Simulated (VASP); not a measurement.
# VSn3O8 (Cmmm) in VASP: single point with PBEsol+U

Aim: the single point of VSn3O8 with PBEsol+U.

Program: VASP 6.6.1. These are calculated values, not measurements. Logs are shortened: lines on timing, memory, paths and dates and some standing lists are left out, and cuts for length are marked.

## (1) The cell of the first run

Symmetry: Cmmm, No. 65, orthorhombic system. The conventional cell has a = 6.700 Å, b = 6.700 Å, c = 6.373 Å, α = 90.00°, β = 90.00°, γ = 90.00°. V (site symmetry mmm) has 6 O at 1.96 to 1.97 Å within 2.6 Å. Within 2.7 Å of Sn (site symmetry mmm) lie 6 O at 2.06 to 2.10 Å. Within 2.7 Å of Sn (site symmetry mm2) lie 6 O at 2.07 to 2.09 Å. Within 2.6 Å of O (site symmetry m2m) lie 1 V at 1.96 Å and 2 Sn at 2.09 Å. O (site symmetry m2m) has 3 Sn at 2.06 to 2.07 Å and 1 O at 2.58 Å within 2.7 Å. Within 2.6 Å of O (site symmetry m) lie 1 V at 1.97 Å and 2 Sn at 2.09 to 2.10 Å and 1 O at 2.52 Å.

## (2) Single point, PBEsol+U

Contents of INCAR:

```
SYSTEM = VSn3O8
PREC     = Accurate       ! precision mode
ENCUT    = 520            ! plane-wave cutoff, eV
EDIFF    = 1E-7           ! SCF threshold, eV
ISMEAR   = 0              ! smearing method
SIGMA    = 0.05           ! smearing width, eV
LREAL    = .False.        ! projectors in reciprocal space
LASPH    = .True.         ! aspherical terms in the spheres
NELM     = 150            ! most SCF steps
ALGO     = Normal         ! electronic algorithm
ISIF     = 2              ! what is computed and relaxed
LWAVE    = .False.        ! write WAVECAR
LCHARG   = .True.         ! write CHGCAR
LMAXMIX  = 4              ! l up to which the mixer works
LDAU     = .True.         ! DFT+U
LDAUTYPE = 2            
LDAUL    = 2 -1 -1        ! shell
LDAUU    = 3 0 0          ! U, eV
LDAUJ    = 0 0 0        
LDAUPRINT= 1            
GGA      = PS             ! functional
LELF     = .True.         ! ELF
LVHAR    = .True.       
NBANDS   = 64             ! bands
```

Contents of KPOINTS:

```
Automatic mesh
0
Gamma
  4 4 3
  0 0 0
```

Contents of POSCAR:

```
VSn3O8
1.0
    4.7373500000      0.0000000000      0.0000000000
    0.0000000000      4.7373500000      0.0000000000
    0.0000000000      0.0000000000      6.3728000000
V Sn O
1 3 8
Direct
    1.0000000000      0.0000000000      1.0000000000
    1.0000000000      0.0000000000      0.5000000000
    0.5000000000      0.5000000000      0.2450939399
    0.5000000000      0.5000000000      0.7549060601
    0.2922349315      0.2922349315      1.0000000000
    0.3075473415      0.3075473415      0.5000000000
    0.1883256379      0.8116743621      0.2370416750
    0.1883256379      0.8116743621      0.7629583250
    0.7077650685      0.7077650685      1.0000000000
    0.6924526585      0.6924526585      0.5000000000
    0.8116743621      0.1883256379      0.2370416750
    0.8116743621      0.1883256379      0.7629583250
```

Potentials or basis: VASP PAW PBE potentials, release 64 (V_sv, Sn_d, O).

Run with:

```
> cat potpaw_PBE.64/V_sv/POTCAR potpaw_PBE.64/Sn_d/POTCAR potpaw_PBE.64/O/POTCAR > POTCAR
> mpirun -np 1 vasp_std > vasp.out
```

OUTCAR:

```text
SYSTEM = VSn3O8
   PREC = Accurate
   ENCUT = 520
   EDIFF = 1E-7
   ISMEAR = 0
   LREAL = .False.
   LASPH = .True.
   NELM = 150
   ISIF = 2
   GGA = PS

 ion  position               nearest neighbor table
   1  0.000  0.000  0.000-   5 1.96   9 1.96   8 1.97   7 1.97  11 1.97  12 1.97   2 3.19   2 3.19

   2  0.000  0.000  0.500-   6 2.06  10 2.06   8 2.10   7 2.10  11 2.10  12 2.10   1 3.19   1 3.19
                             4 3.72   3 3.72   3 3.72   4 3.72   3 3.72   4 3.72   3 3.72   4 3.72
   3  0.500  0.500  0.245-   6 2.07  10 2.07   7 2.09  11 2.09   5 2.09   9 2.09   4 3.12   4 3.25
                             2 3.72   2 3.72   2 3.72   2 3.72
   4  0.500  0.500  0.755-   6 2.07  10 2.07   8 2.09  12 2.09   5 2.09   9 2.09   3 3.12   3 3.25
                             2 3.72   2 3.72   2 3.72   2 3.72
   5  0.292  0.292  0.000-   1 1.96   3 2.09   4 2.09
   6  0.308  0.308  0.500-   2 2.06   3 2.07   4 2.07
   7  0.188  0.812  0.237-   1 1.97   3 2.09   2 2.10
   8  0.188  0.812  0.763-   1 1.97   4 2.09   2 2.10
   9  0.708  0.708  0.000-   1 1.96   3 2.09   4 2.09
  10  0.692  0.692  0.500-   2 2.06   3 2.07   4 2.07
  11  0.812  0.188  0.237-   1 1.97   3 2.09   2 2.10
  12  0.812  0.188  0.763-   1 1.97   4 2.09   2 2.10

  LATTYP: Found a simple tetragonal cell.
 ALAT       =     4.7373500000
 C/A-ratio  =     1.3452246509

  Lattice vectors:

 A1 = (   4.7373500000,   0.0000000000,   0.0000000000)
 A2 = (   0.0000000000,   4.7373500000,   0.0000000000)
 A3 = (   0.0000000000,   0.0000000000,   6.3728000000)

Analysis of symmetry for initial positions (statically):
=====================================================================
 Subroutine PRICEL returns:
 Original cell was already a primitive cell.

 Routine SETGRP: Setting up the symmetry group for a
 simple tetragonal supercell.

 Subroutine GETGRP returns: Found  8 space group operations
 (whereof  8 operations were pure point group operations)
 out of a pool of 16 trial point group operations.

The static configuration has the point symmetry D_2h.

Analysis of symmetry for dynamics (positions and initial velocities):
=====================================================================
 Subroutine PRICEL returns:
 Original cell was already a primitive cell.

 Routine SETGRP: Setting up the symmetry group for a
 simple tetragonal supercell.

 Subroutine GETGRP returns: Found  8 space group operations
 (whereof  8 operations were pure point group operations)
 out of a pool of 16 trial point group operations.

The dynamic configuration has the point symmetry D_2h.

 Subroutine INISYM returns: Found  8 space group operations
 (whereof  8 operations are pure point group operations),
 and found     1 'primitive' translations

----------------------------------------------------------------------------------------

                                     Primitive cell

  volume of cell :     143.0215

  direct lattice vectors                    reciprocal lattice vectors
     4.737350000  0.000000000  0.000000000     0.211088478  0.000000000  0.000000000
     0.000000000  4.737350000  0.000000000     0.000000000  0.211088478  0.000000000
     0.000000000  0.000000000  6.372800000     0.000000000  0.000000000  0.156916897

  length of vectors
     4.737350000  4.737350000  6.372800000     0.211088478  0.211088478  0.156916897

  position of ions in fractional coordinates (direct lattice)
     0.000000000  0.000000000  0.000000000
     0.000000000  0.000000000  0.500000000
     0.500000000  0.500000000  0.245093940
     0.500000000  0.500000000  0.754906060
     0.292234931  0.292234931  0.000000000
     0.307547341  0.307547341  0.500000000
     0.188325638  0.811674362  0.237041675
     0.188325638  0.811674362  0.762958325
     0.707765069  0.707765069  0.000000000
     0.692452659  0.692452659  0.500000000
     0.811674362  0.188325638  0.237041675
     0.811674362  0.188325638  0.762958325

  ion indices of the primitive-cell ions
   primitive index   ion index
[... 56 lines left out ...]
   number of dos      NEDOS =    301   number of ions     NIONS =     12
   total plane-waves  NPLWV =  62208
   dimension x,y,z NGX =    36 NGY =   36 NGZ =   48
   dimension x,y,z NGXF=    72 NGYF=   72 NGZF=   96
   ions per type =               1   3   8
   NGX,Y,Z   is equivalent  to a cutoff of  12.63, 12.63, 12.52 a.u.
   NGXF,Y,Z  is equivalent  to a cutoff of  25.27, 25.27, 25.04 a.u.
 SYSTEM =  VSn3O8
   PREC   = accura    normal or accurate (medium, high low for compatibility)
   ISTART =      0    job   : 0-new  1-cont  2-samecut
   ICHARG =      2    charge: 1-file 2-atom 10-const
   ISPIN  =      1    spin polarized calculation?
   LNONCOLLINEAR =      F non collinear calculations
   LSORBIT =      F    spin-orbit coupling
   LASPH  =      T    aspherical Exc in radial PAW
   ENCUT  =  520.0 eV  38.22 Ry    6.18 a.u.   8.81  8.81 11.85*2*pi/ulx,y,z
   NELM   =    150;   NELMIN=  2; NELMDL= -5     # of ELM steps
   EDIFF  = 0.1E-06   stopping-criterion for ELM
   LREAL  =      F    real-space projection
   EDIFFG = 0.1E-05   stopping-criterion for IOM
   NSW    =      0    number of steps for IOM
   IBRION =     -1    ionic relax: 0-MD 1-quasi-New 2-CG
   NFREE  =      0    steps in history (QN), initial steepest desc. (CG)
   ISIF   =      2    stress and relaxation
   ISYM   =      2    0-nonsym 1-usesym 2-fastsym
   POTIM  = 0.5000    time-step for ionic-motion
   TEBEG  =    0.0;   TEEND  =   0.0 temperature during run
   PSTRESS=    0.0 pullay stress
   NELECT =     103.0000    total number of electrons
   NUPDOWN=      -1.0000    fix difference up-down
   EMIN   =  10.00;   EMAX   =-10.00  energy-range for DOS
   EFERMI =   0.00;   METHOD = LEGACY
   ISMEAR =     0;   SIGMA  =   0.05  broadening in eV -4-tet -1-fermi 0-gaus
   EFERMI_NEDOS =   21; number of points for ismear=-14 and -15
   IALGO  =     38    algorithm
   IMIX   =      4    mixing-type and parameters
     AMIX     =   0.40;   BMIX     =  1.00
     AMIX_MAG =   1.60;   BMIX_MAG =  1.00
  volume/ion in A,a.u.               =      11.92        80.43
  Fermi-wavevector in a.u.,A,eV,Ry     =   1.467417  2.773016 29.297590  2.153312
  Thomas-Fermi vector in A             =   2.583037
   LORBIT       =      0    0 simple, 1 ext, 2 COOP (PROOUT), +10 PAW based schemes
 LDA+U is selected, type is set to LDAUTYPE =  2
   angular momentum for each species LDAUL =     2   -1   -1
   U (eV)           for each species LDAUU =   3.0  0.0  0.0
   J (eV)           for each species LDAUJ =   0.0  0.0  0.0
   GGA     = PS    functional components
   LHFCALC =     F    Hartree Fock is set to
   AEXX    =    0.0000 exact exchange contribution
   IVDW    =     0    specifies the selected vdW correction
   LEPSILON=     F    determine dielectric tensor
   LRPA    =     F    only Hartree local field effects (RPA)
 non-spin polarized calculation
 Gauss-broadening in eV      SIGMA  =   0.05
  energy-cutoff  :      520.00
  volume of cell :      143.02
 maximum number of plane-waves:      3896
   NGX = 17   NGY = 17   NGZ = 23

atom =   1  type =  1  l = 2

 onsite density matrix

spin component  1

  0.3717  0.0000  0.0766  0.0000 -0.0000
  0.0000  0.2188  0.0000 -0.0741  0.0000
  0.0766  0.0000  0.4107  0.0000  0.0000
  0.0000 -0.0741  0.0000  0.2188  0.0000
 -0.0000  0.0000  0.0000  0.0000  0.1485

spin component  2

  0.3717  0.0000  0.0766  0.0000 -0.0000
  0.0000  0.2188  0.0000 -0.0741  0.0000
  0.0766  0.0000  0.4107  0.0000  0.0000
  0.0000 -0.0741  0.0000  0.2188  0.0000
 -0.0000  0.0000  0.0000  0.0000  0.1485

 occupancies and eigenvectors

  o =  0.1447  v =  0.0000 -0.7071  0.0000 -0.7071  0.0000  0.0000  0.0000  0.0000  0.0000  0.0000      0.0000  0.0000  0.0000  0.0000  0.0000  0.0000  0.0000  0.0000  0.0000  0.0000
  o =  0.1447  v =  0.0000  0.0000  0.0000  0.0000  0.0000  0.0000 -0.7071  0.0000 -0.7071  0.0000      0.0000  0.0000  0.0000  0.0000  0.0000  0.0000  0.0000  0.0000  0.0000  0.0000
  o =  0.1485  v =  0.0000  0.0000  0.0000  0.0000  1.0000  0.0000  0.0000  0.0000  0.0000  0.0000      0.0000  0.0000  0.0000  0.0000  0.0000  0.0000  0.0000  0.0000  0.0000  0.0000
  o =  0.1485  v =  0.0000  0.0000  0.0000  0.0000  0.0000  0.0000  0.0000  0.0000  0.0000  1.0000      0.0000  0.0000  0.0000  0.0000  0.0000  0.0000  0.0000  0.0000  0.0000  0.0000
  o =  0.2929  v =  0.0000 -0.7071  0.0000  0.7071  0.0000  0.0000  0.0000  0.0000  0.0000  0.0000      0.0000  0.0000  0.0000  0.0000  0.0000  0.0000  0.0000  0.0000  0.0000  0.0000
  o =  0.2929  v =  0.0000  0.0000  0.0000  0.0000  0.0000  0.0000 -0.7071  0.0000  0.7071  0.0000      0.0000  0.0000  0.0000  0.0000  0.0000  0.0000  0.0000  0.0000  0.0000  0.0000
  o =  0.3121  v =  0.0000  0.0000  0.0000  0.0000  0.0000 -0.7895  0.0000  0.6137  0.0000 -0.0000      0.0000  0.0000  0.0000  0.0000  0.0000  0.0000  0.0000  0.0000  0.0000  0.0000
  o =  0.3121  v = -0.7895  0.0000  0.6137  0.0000 -0.0000  0.0000  0.0000  0.0000  0.0000  0.0000      0.0000  0.0000  0.0000  0.0000  0.0000  0.0000  0.0000  0.0000  0.0000  0.0000
  o =  0.4702  v =  0.0000  0.0000  0.0000  0.0000  0.0000 -0.6137  0.0000 -0.7895  0.0000  0.0000      0.0000  0.0000  0.0000  0.0000  0.0000  0.0000  0.0000  0.0000  0.0000  0.0000
  o =  0.4702  v = -0.6137  0.0000 -0.7895  0.0000  0.0000  0.0000  0.0000  0.0000  0.0000  0.0000      0.0000  0.0000  0.0000  0.0000  0.0000  0.0000  0.0000  0.0000  0.0000  0.0000

 number of electron     102.9999992 magnetization

 Free energy of the ion-electron system (eV)
  ---------------------------------------------------
  ext. energy  EPLUGINS =         0.00000000
  ---------------------------------------------------
  free energy    TOTEN  =       -83.16456924 eV

  energy without entropy =      -83.15346255  energy(sigma->0) =      -83.15901590

 E-fermi :   6.8611     XC(G=0): -11.4254

 val. band max:        6.7921995647   @ k =   0.0000   0.0000   0.3333
 cond. band min:       6.8691164650   @ k =   0.5000   0.5000   0.3333
 fundamental gap:      0.0769169003
 Fermi energy:         6.8611446420

 k-point     1 :       0.0000    0.0000    0.0000
  band No.  band energies     occupation
      1     -59.3585      2.00000
      2     -33.6952      2.00000
      3     -33.1266      2.00000
      4     -32.9009      2.00000
      5     -15.5773      2.00000
      6     -15.5286      2.00000
[... 913 lines left out ...]
     62      14.2363      0.00000
     63      14.4174      0.00000
 [bands above 63 left out]

------------------------ aborting loop because EDIFF is reached ----------------------------------------

  FORCE on cell =-STRESS in cart. coord.  units (eV):
  Direction    XX          YY          ZZ          XY          YZ          ZX
  --------------------------------------------------------------------------------------
  -------------------------------------------------------------------------------------
  Total       -4.0273427     -4.0273427     -4.7925832      0.2335280      0.0000000      0.0000000
  in kB      -45.1157240    -45.1157240    -53.6882209      2.6160631      0.0000000      0.0000000
  external PRESSURE =     -47.9732230 kB  Pullay stress =       0.0000000 kB

 VOLUME and BASIS-vectors are now :
 -----------------------------------------------------------------------------
  energy-cutoff  :      520.00
  volume of cell :      143.02
      direct lattice vectors                 reciprocal lattice vectors
     4.737350000  0.000000000  0.000000000     0.211088478  0.000000000  0.000000000
     0.000000000  4.737350000  0.000000000     0.000000000  0.211088478  0.000000000
     0.000000000  0.000000000  6.372800000     0.000000000  0.000000000  0.156916897

 POSITION                                       TOTAL-FORCE (eV/Angst)
 -----------------------------------------------------------------------------------
      0.00000      0.00000      0.00000         0.000000      0.000000     -0.000000
      0.00000      0.00000      3.18640         0.000000      0.000000     -0.000000
      2.36868      2.36868      1.56193         0.000000      0.000000      0.068670
      2.36868      2.36868      4.81087         0.000000      0.000000     -0.068670
      1.38442      1.38442      0.00000         0.057690      0.057690     -0.000000
      1.45696      1.45696      3.18640         0.043722      0.043722     -0.000000
      0.89216      3.84519      1.51062        -0.045743      0.045743     -0.314157
      0.89216      3.84519      4.86218        -0.045743      0.045743      0.314157
      3.35293      3.35293      0.00000        -0.057690     -0.057690     -0.000000
      3.28039      3.28039      3.18640        -0.043722     -0.043722     -0.000000
      3.84519      0.89216      1.51062         0.045743     -0.045743     -0.314157
      3.84519      0.89216      4.86218         0.045743     -0.045743      0.314157
 -----------------------------------------------------------------------------------
    total drift:                                0.000000      0.000000      0.000000

  FREE ENERGIE OF THE ION-ELECTRON SYSTEM (eV)
  ---------------------------------------------------
  free  energy   TOTEN  =       -83.1645692389 eV

  energy  without entropy=      -83.1534625521  energy(sigma->0) =      -83.15901590
```

Run time: 2.8 min. Hardware: 1 thread of Intel Xeon 8259CL, shared host; peak memory 0.26 GiB.

What came out:

- Free energy: -83.1646 eV
- Pressure: -4.8 GPa
- Largest force: 0.321 eV/Å
- Band gap on the k mesh: zero (an odd number of electrons rules out a gap without spin polarisation)

Forces in eV/Å, atoms in the order of the input:
```
V    0.000  0.000  0.000
Sn   0.000  0.000  0.000
Sn   0.000  0.000  0.069
Sn   0.000  0.000 -0.069
O    0.058  0.058  0.000
O    0.044  0.044  0.000
O   -0.046  0.046 -0.314
O   -0.046  0.046  0.314
O   -0.058 -0.058  0.000
O   -0.044 -0.044  0.000
O    0.046 -0.046 -0.314
O    0.046 -0.046  0.314
```

Levels at points of the mesh, in eV from the Fermi level:
```csv
k point,band 50,band 51,band 52,band 53,band 54,band 55
"(0.00, 0.00, 0.00)",-2.21,-1.53,-0.26,0.32,1.04,1.09
"(0.50, 0.00, 0.00)",-2.16,-2.14,-0.07,0.77,0.89,2.65
"(0.50, 0.50, 0.00)",-2.31,-2.31,-0.53,0.77,1.06,1.11
```

Eigenvalues of the final occupation matrices:
```
    site  spin  trace               eigenvalues
site 1 d     1   1.37  0.14 0.15 0.29 0.31 0.47
site 1 d     2   1.37  0.14 0.15 0.29 0.31 0.47
```

Caveat: the cell stands under tension; the PAW data sets were made with another functional, which shifts forces and pressure a little; spin-orbit coupling is left out, which moves the levels of the heavy elements; an odd number of electrons without spin polarisation forces a metal; a magnetic or distorted state may lie lower; the run has no spin polarisation, though such a crystal can be magnetic; U without spin polarisation on a metal has little footing.

The gap in the log of VASP goes by the Fermi energy; the results here count the filled bands.